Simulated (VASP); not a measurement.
Write the native input for VASP 6.6.1 that does the following.

```
Task                   : single point
Functional             : r2SCAN
Potentials or basis    : VASP PAW PBE potentials, release 64 (Ir_sv_GW)
Cutoff                 : 620 eV
k mesh                 : 23 × 23 × 23
Occupations            : fermi-dirac, width 0.1 eV
Spin                   : no spin polarisation
Dipole correction      : no
Further INCAR settings : ALGO = Normal; EDIFF = 1e-06; NBANDS = 14
```

Crystal: Ir.

```
Ir
1.0
     0.00000    1.92285    1.92285
     1.92285    0.00000    1.92285
     1.92285    1.92285    0.00000
Ir
1
Direct
  0.00000 0.00000 0.00000
```

One way to write it, as run:

POSCAR

```
Ir
1.0
    0.0000000000      1.9228496764      1.9228496764
    1.9228496764      0.0000000000      1.9228496764
    1.9228496764      1.9228496764      0.0000000000
Ir
1
Direct
    0.0000000000      0.0000000000      0.0000000000
```

INCAR.step1

```
SYSTEM = Ir
PREC     = Accurate       ! precision mode
ENCUT    = 620            ! plane-wave cutoff, eV
ISMEAR   = -1             ! smearing method
SIGMA    = 0.1            ! smearing width, eV
LREAL    = .False.        ! projectors in reciprocal space
LASPH    = .True.         ! aspherical terms in the spheres
NELM     = 120            ! most SCF steps
NBANDS   = 14             ! bands
GGA      = PE             ! functional
ALGO     = Normal         ! electronic algorithm
EDIFF    = 1E-5           ! SCF threshold, eV
LWAVE    = .True.         ! write WAVECAR
LCHARG   = .False.        ! write CHGCAR
GGA_COMPAT= .False.
```

INCAR.step2

```
SYSTEM = Ir
PREC     = Accurate       ! precision mode
ENCUT    = 620            ! plane-wave cutoff, eV
EDIFF    = 1E-6           ! SCF threshold, eV
ISMEAR   = -1             ! smearing method
SIGMA    = 0.1            ! smearing width, eV
LREAL    = .False.        ! projectors in reciprocal space
LASPH    = .True.         ! aspherical terms in the spheres
NELM     = 120            ! most SCF steps
ALGO     = Normal         ! electronic algorithm
ISIF     = 2              ! what is computed and relaxed
LWAVE    = .False.        ! write WAVECAR
LCHARG   = .True.         ! write CHGCAR
METAGGA  = R2SCAN         ! meta-GGA
LMIXTAU  = .True.       
LELF     = .True.         ! ELF
LVHAR    = .True.       
NBANDS   = 14             ! bands
ISTART   = 1            
GGA_COMPAT= .False.
```

KPOINTS

```
Automatic mesh
0
Gamma
  23 23 23
  0 0 0
```

Potentials or basis: VASP PAW PBE potentials, release 64 (Ir_sv_GW).

Run with:

```bash
$ cat potpaw_PBE.64/Ir_sv_GW/POTCAR > POTCAR
$ cp INCAR.step1 INCAR
$ mpirun -np 1 vasp_std > vasp.out
$ cp INCAR.step2 INCAR
$ mpirun -np 1 vasp_std > vasp.out
```

It gave:

```
Pressure               : -1.2 GPa
Band gap on the k mesh : zero (an odd number of electrons rules out a gap without spin polarisation)
```

Caveat: the PAW data sets were made with another functional, which shifts forces and pressure a little; spin-orbit coupling is left out, which moves the levels of the heavy elements.

Run time: 3.2 min on 1 thread of Intel(R) Xeon(R) Platinum 8375C CPU @ 2.90GHz (Ice Lake), with other jobs on the host, peak memory 0.23 GiB.
